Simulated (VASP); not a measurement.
# Si (I4/mmm) in VASP: a series of runs

Si is run at these levels: r2SCAN; tasks: relaxation of shape and atoms at fixed volume.

Everything below comes from runs of VASP 6.6.1. Logs are shortened: lines on timing, memory, paths and dates and some standing lists are left out, and cuts for length are marked.

### Step 1. The cell of the first run

It takes space group I4/mmm (No. 139, tetragonal). Conventional cell: a = 6.357 Å, b = 6.357 Å, c = 3.707 Å, α = 90.00°, β = 90.00°, γ = 90.00°. Within 3.0 Å of Si (site symmetry m2m) lie 4 Si at 2.24 to 2.28 Å.

### Step 2. Relaxation of shape and atoms at fixed volume, r2SCAN (18.72 Å³/atom)

The input, POSCAR:

```
Si
1.0
   -3.1782953363      3.1782953363      1.8535837679
    3.1782953363     -3.1782953363      1.8535837679
    3.1782953363      3.1782953363     -1.8535837679
Si
4
Direct
    0.1796400180      0.1796400180      0.3592800359
    0.8203599820      0.8203599820      0.6407199641
    0.1796400180      0.8203599820      0.0000000000
    0.8203599820      0.1796400180      0.0000000000
```

The input, INCAR.step1:

```
ALGO     = Normal         # electronic algorithm
EDIFF    = 1E-4           # SCF threshold, eV
ENCUT    = 600            # plane-wave cutoff, eV
GGA      = PE             # functional
ISMEAR   = 0              # smearing method
LASPH    = T              # aspherical terms in the spheres
LCHARG   = F              # write CHGCAR
LREAL    = F              # projectors in reciprocal space
LWAVE    = T              # write WAVECAR
NELM     = 60             # most SCF steps
PREC     = Accurate       # precision mode
SIGMA    = 0.02           # smearing width, eV
```

The input, INCAR.step2:

```
ALGO     = Normal         # electronic algorithm
EDIFF    = 1E-7           # SCF threshold, eV
EDIFFG   = -0.01          # ionic threshold
ENCUT    = 600            # plane-wave cutoff, eV
IBRION   = 2              # ionic algorithm
ISIF     = 4              # what is computed and relaxed
ISMEAR   = 0              # smearing method
ISTART   = 1            
LASPH    = T              # aspherical terms in the spheres
LCHARG   = F              # write CHGCAR
LMIXTAU  = T            
LREAL    = F              # projectors in reciprocal space
LWAVE    = F              # write WAVECAR
METAGGA  = R2SCAN         # meta-GGA
NELM     = 60             # most SCF steps
NSW      = 50             # ionic steps
PREC     = Accurate       # precision mode
SIGMA    = 0.02           # smearing width, eV
```

The input, KPOINTS:

```
k-points
0
Gamma
  10 10 10
```

Potentials or basis: VASP PAW PBE potentials, release 64 (Si).

Started as:

```console
> cat potpaw_PBE.64/Si/POTCAR > POTCAR
> cp INCAR.step1 INCAR
> mpirun -np 1 vasp_std > vasp.out
> cp INCAR.step2 INCAR
> mpirun -np 1 vasp_std > vasp.out
```

OUTCAR:

```text
EDIFF = 1E-7
   EDIFFG = -0.01
   ENCUT = 600
   IBRION = 2
   ISIF = 4
   ISMEAR = 0
   ISTART = 1
   LASPH = T
   LREAL = F
   METAGGA = R2SCAN
   NELM = 60
   NSW = 50
   PREC = Accurate

 ion  position               nearest neighbor table
   1  0.180  0.180  0.359-   2 2.24   2 2.24   3 2.28   4 2.28
   2  0.820  0.820  0.641-   1 2.24   1 2.24   4 2.28   3 2.28
   3  0.180  0.820  0.000-   4 2.24   4 2.24   2 2.28   1 2.28
   4  0.820  0.180  0.000-   3 2.24   3 2.24   2 2.28   1 2.28

  LATTYP: Found a body centered tetragonal cell.
 ALAT       =     6.3565906726
 C/A-ratio  =     0.5832006065

  Lattice vectors:

 A1 = (  -3.1782953363,   3.1782953363,   1.8535837679)
 A2 = (   3.1782953363,  -3.1782953363,   1.8535837679)
 A3 = (   3.1782953363,   3.1782953363,  -1.8535837679)

Analysis of symmetry for initial positions (statically):
=====================================================================
 Subroutine PRICEL returns:
 Original cell was already a primitive cell.

 Routine SETGRP: Setting up the symmetry group for a
 body centered tetragonal supercell.

 Subroutine GETGRP returns: Found 16 space group operations
 (whereof 16 operations were pure point group operations)
 out of a pool of 16 trial point group operations.

The static configuration has the point symmetry D_4h.

Analysis of symmetry for dynamics (positions and initial velocities):
=====================================================================
 Subroutine PRICEL returns:
 Original cell was already a primitive cell.

 Routine SETGRP: Setting up the symmetry group for a
 body centered tetragonal supercell.

 Subroutine GETGRP returns: Found 16 space group operations
 (whereof 16 operations were pure point group operations)
 out of a pool of 16 trial point group operations.

The dynamic configuration has the point symmetry D_4h.

 Subroutine INISYM returns: Found 16 space group operations
 (whereof 16 operations are pure point group operations),
 and found     1 'primitive' translations

----------------------------------------------------------------------------------------

                                     Primitive cell

  volume of cell :      74.8964

  direct lattice vectors                    reciprocal lattice vectors
    -3.178295336  3.178295336  1.853583768     0.000000000  0.157317035  0.269747723
     3.178295336 -3.178295336  1.853583768     0.157317035  0.000000000  0.269747723
     3.178295336  3.178295336 -1.853583768     0.157317035  0.157317035  0.000000000

  length of vectors
     4.861984705  4.861984705  4.861984705     0.312269889  0.312269889  0.222479885

  position of ions in fractional coordinates (direct lattice)
     0.179640018  0.179640018  0.359280036
[... 107 lines left out ...]
   METAGGA = R2SCAN    functional components
   LHFCALC =     F    Hartree Fock is set to
   AEXX    =    0.0000 exact exchange contribution
   IVDW    =     0    specifies the selected vdW correction
   LEPSILON=     F    determine dielectric tensor
   LRPA    =     F    only Hartree local field effects (RPA)
 conjugate gradient relaxation of ions
 non-spin polarized calculation
 Gauss-broadening in eV      SIGMA  =   0.02
  energy-cutoff  :      600.00
  volume of cell :       74.90
 maximum number of plane-waves:      2535
   NGX = 19   NGY = 19   NGZ = 19

--------------------------------------- Ionic step        1  -------------------------------------------

 number of electron      16.0000000 magnetization

 Free energy of the ion-electron system (eV)
  ---------------------------------------------------
  ext. energy  EPLUGINS =         0.00000000
  ---------------------------------------------------
  free energy    TOTEN  =       -34.22420799 eV

  energy without entropy =      -34.22418389  energy(sigma->0) =      -34.22419594

------------------------ aborting loop because EDIFF is reached ----------------------------------------

  FORCE on cell =-STRESS in cart. coord.  units (eV):
  Direction    XX          YY          ZZ          XY          YZ          ZX
  --------------------------------------------------------------------------------------
  -------------------------------------------------------------------------------------
  Total        6.7218630      6.7218630      6.8436479      0.0000000      0.0000000      0.0000000
  in kB      143.7935904    143.7935904    146.3988045      0.0000000      0.0000000      0.0000000
  external PRESSURE =     144.6619951 kB  Pullay stress =       0.0000000 kB
[... 139 lines left out ...]
--------------------------------------- Ionic step        5  -------------------------------------------

 number of electron      16.0000000 magnetization

 Free energy of the ion-electron system (eV)
  ---------------------------------------------------
  ext. energy  EPLUGINS =         0.00000000
  ---------------------------------------------------
  free energy    TOTEN  =       -34.22474347 eV

  energy without entropy =      -34.22471896  energy(sigma->0) =      -34.22473122

 E-fermi :   6.8517     XC(G=0): -10.0448

 val. band max:        6.8341266633   @ k =   0.5000   0.5000   0.5000
 cond. band min:       6.8789361688   @ k =  -0.1000  -0.2000   0.1000
 fundamental gap:      0.0448095054
 Fermi energy:         6.8516596238

 k-point     1 :       0.0000    0.0000    0.0000
  band No.  band energies     occupation
      1      -6.8791      2.00000
      2      -1.7719      2.00000
      3       0.5766      2.00000
      4       0.5766      2.00000
      5       2.2957      2.00000
      6       4.8204      2.00000
      7       4.8204      2.00000
      8       6.0461      2.00000
      9       8.0875      0.00000
     10       8.8733      0.00000
     11       8.8733      0.00000
     12       9.1521      0.00000
[... 331 lines left out ...]
 k-point    24 :       0.4000    0.3000    0.0000
  band No.  band energies     occupation
      1      -4.8977      2.00000
      2      -3.5317      2.00000
      3      -1.1620      2.00000
      4       1.1516      2.00000
      5       1.7447      2.00000
      6       3.1358      2.00000
      7       4.3676      2.00000
      8       5.1370      2.00000
      9       8.4155      0.00000
     10       8.8407      0.00000
     11       9.9403      0.00000
     12      10.8611      0.00000

 [... further k-points ...]

------------------------ aborting loop because EDIFF is reached ----------------------------------------

  FORCE on cell =-STRESS in cart. coord.  units (eV):
  Direction    XX          YY          ZZ          XY          YZ          ZX
  --------------------------------------------------------------------------------------
  -------------------------------------------------------------------------------------
  Total        6.7236265      6.7236265      6.7268434      0.0000000     -0.0000000      0.0000000
  in kB      143.8313155    143.8313155    143.9001319      0.0000000     -0.0000000      0.0000000
  external PRESSURE =     143.8542543 kB  Pullay stress =       0.0000000 kB
[... 19 lines left out ...]
  FREE ENERGIE OF THE ION-ELECTRON SYSTEM (eV)
  ---------------------------------------------------
  free  energy   TOTEN  =       -34.2247434736 eV

  energy  without entropy=      -34.2247189571  energy(sigma->0) =      -34.22473122

 reached required accuracy - stopping structural energy minimisation
```

OSZICAR.step1:

```text
N       E                     dE             d eps       ncg     rms          rms(c)
DAV:   1     0.369900006978E+02    0.36990E+02   -0.67692E+03  2448   0.123E+03
DAV:   2    -0.186993090669E+02   -0.55689E+02   -0.51079E+02  3332   0.150E+02
DAV:   3    -0.213760469665E+02   -0.26767E+01   -0.26251E+01  3168   0.321E+01
DAV:   4    -0.214229549564E+02   -0.46908E-01   -0.46808E-01  3028   0.519E+00
DAV:   5    -0.214241199290E+02   -0.11650E-02   -0.11645E-02  3156   0.756E-01    0.802E+00
DAV:   6    -0.209731832144E+02    0.45094E+00   -0.30053E-01  2728   0.312E+00    0.493E+00
DAV:   7    -0.207997595855E+02    0.17342E+00   -0.46248E-01  2692   0.392E+00    0.597E-01
DAV:   8    -0.208017409563E+02   -0.19814E-02   -0.33271E-02  2888   0.128E+00    0.195E-01
DAV:   9    -0.208025150753E+02   -0.77412E-03   -0.19401E-03  3048   0.326E-01    0.954E-02
DAV:  10    -0.208026778066E+02   -0.16273E-03   -0.31648E-04  2860   0.111E-01    0.397E-02
DAV:  11    -0.208027390222E+02   -0.61216E-04   -0.83083E-05  1968   0.688E-02
   1 F= -.20802739E+02 E0= -.20802687E+02  d E =-.103594E-03
```

Wall time 14 min (1 thread of Intel Xeon 6975P-C (Granite Rapids), shared host); peak memory 0.3 GiB.

Results:

```yaml
Free_energy: -34.2247 eV
Energy_gained_by_relaxing: 0.1 meV/atom
Ionic_steps: 5
Pressure_after_relaxing: 14.4 GPa
Band_gap_on_the_k_mesh: 0.04 eV (least direct gap 0.14 eV)
```

The path:
```
step  energy change (eV)  largest force (eV/Å)  pressure (GPa)  volume (Å³)
   1              0.0000                0.0599           14.47        74.90
   2             -0.0004                0.0312           14.41        74.90
   3             -0.0004                0.0205           14.42        74.90
   4             -0.0005                0.0070           14.38        74.90
   5             -0.0005                0.0000           14.39        74.90
```

Final structure:
```
Si
1.0
    -3.17422    3.17422    1.85834
     3.17422   -3.17422    1.85834
     3.17422    3.17422   -1.85834
Si
4
Direct
  0.17999 0.17999 0.35999
  0.82001 0.82001 0.64001
  0.17999 0.82001 0.00000
  0.82001 0.17999 0.00000
```

Levels at points of the mesh, in eV from the valence-band top:
| k point | band 6 | band 7 | band 8 | band 9 | band 10 | band 11 |
| --- | --- | --- | --- | --- | --- | --- |
| (0.00, 0.00, 0.00) | -2.01 | -2.01 | -0.79 | 1.25 | 2.04 | 2.04 |
| (0.50, 0.00, 0.00) | -4.19 | -2.99 | -1.74 | 0.67 | 2.75 | 3.23 |
| (0.50, 0.50, 0.00) | -2.63 | -2.33 | -2.20 | 1.65 | 1.84 | 2.19 |
| (0.50, 0.50, 0.50) | -0.48 | 0.00 | 0.00 | 0.14 | 3.95 | 4.15 |

Caveat: semilocal functionals underestimate gaps, and a narrow one can read as zero; the PAW data sets were made with another functional, which shifts forces and pressure a little.

### Step 3. Relaxation of shape and atoms at fixed volume, r2SCAN (23.41 Å³/atom)

This run uses another cell than the first one, of 23.41 Å³/atom.

The input, POSCAR:

```
Si
1.0
   -3.4388582101      3.4388582101      1.9791658691
    3.4388582101     -3.4388582101      1.9791658691
    3.4388582101      3.4388582101     -1.9791658691
Si
4
Direct
    0.1783412672      0.1783412672      0.3566825343
    0.8216587328      0.8216587328      0.6433174657
    0.1783412672      0.8216587328      0.0000000000
    0.8216587328      0.1783412672      0.0000000000
```

The input, INCAR.step1:

```
SYSTEM = Si
  PREC = Accurate
  ENCUT = 600
  ISMEAR = 0
  SIGMA = 0.02
  LREAL = .FALSE.
  LASPH = .TRUE.
  NELM = 80
  GGA = PE
  ALGO = Normal
  EDIFF = 1E-4
  LWAVE = .TRUE.
  LCHARG = .FALSE.
```

The input, INCAR.step2:

```
SYSTEM = Si
  PREC = Accurate
  ENCUT = 600
  EDIFF = 1E-7
  ISMEAR = 0
  SIGMA = 0.02
  LREAL = .FALSE.
  LASPH = .TRUE.
  NELM = 80
  ALGO = Normal
  ISIF = 4
  LWAVE = .FALSE.
  LCHARG = .FALSE.
  METAGGA = R2SCAN
  LMIXTAU = .TRUE.
  IBRION = 2
  NSW = 50
  EDIFFG = -0.01
  ISTART = 1
```

The input, KPOINTS:

```
regular mesh
0
G
  10 10 10
  0 0 0
```

Potentials or basis: VASP PAW PBE potentials, release 64 (Si).

Started as:

```console
> cat potpaw_PBE.64/Si/POTCAR > POTCAR
> cp INCAR.step1 INCAR
> mpirun -np 1 vasp_std > vasp.out
> cp INCAR.step2 INCAR
> mpirun -np 1 vasp_std > vasp.out
```

Run time: 13 min. Hardware: 1 thread of Intel Xeon 6975P-C (Granite Rapids), shared host; peak memory 0.34 GiB.

Results (log left out):

| Quantity | Value |
| --- | --- |
| Free energy | -34.4211 eV |
| Energy gained by relaxing | 0.1 meV/atom |
| Ionic steps | 4 |
| Pressure after relaxing | -7.0 GPa |
| Band gap on the k mesh | 0.64 eV (least direct gap 0.80 eV) |

Step by step:
```csv
step,energy change (eV),largest force (eV/Å),pressure (GPa),volume (Å³)
1,0.0000,0.0473,-7.06,93.62
2,-0.0003,0.0002,-7.05,93.62
3,-0.0003,0.0064,-7.04,93.62
4,-0.0003,0.0015,-7.04,93.62
```

Final structure:
```
Si
1.0
    -3.44161    3.44161    1.97600
     3.44161   -3.44161    1.97600
     3.44161    3.44161   -1.97600
Si
4
Direct
  0.17807 0.17807 0.35614
  0.82193 0.82193 0.64386
  0.17807 0.82193 0.00000
  0.82193 0.17807 0.00000
```

Levels at points of the mesh, in eV from the valence-band top:
```
           k point  band 6  band 7  band 8  band 9  band 10  band 11
(0.00, 0.00, 0.00)   -1.34   -1.34   -0.49    1.69     1.69     1.73
(0.50, 0.00, 0.00)   -3.25   -2.21   -1.36    1.23     2.55     3.34
(0.50, 0.50, 0.00)   -1.81   -1.71   -1.45    1.91     2.15     2.29
(0.50, 0.50, 0.50)   -0.12    0.00    0.00    0.80     2.71     3.62
```

Caveat: semilocal functionals underestimate gaps, and a narrow one can read as zero; the PAW data sets were made with another functional, which shifts forces and pressure a little. A k mesh can miss the band edges.
